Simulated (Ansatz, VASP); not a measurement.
BP in VASP and in Ansatz

```
B P
1.0
     0.00000    2.24347    2.24347
     2.24347    0.00000    2.24347
     2.24347    2.24347    0.00000
B P
1 1
Direct
  0.00000 0.00000 0.00000
  0.75000 0.75000 0.75000
```

Alike in both runs: task single point; functional PBE; k mesh 12 × 12 × 12; occupations gaussian, width 0.05 eV; no spin polarisation.

|  | VASP | Ansatz |
| --- | --- | --- |
| version | VASP 6.6.1 | Ansatz 0.2.0 |
| potentials or method | VASP PAW PBE potentials, release 64 (B, P), cutoff 520 eV | scalar-relativistic, plane waves, PAW |
| valence electrons in the cell | 8 | 8 |

|  | VASP | Ansatz | Ansatz less VASP |
| --- | --- | --- | --- |
| gap on the k mesh at the Fermi level (eV) | 1.19 | 1.19 | +0.005 |
| least direct gap on the mesh (eV) | 3.45 | 3.46 | +0.004 |
| pressure (GPa) | 6.9 | 7.1 | +0.27 |
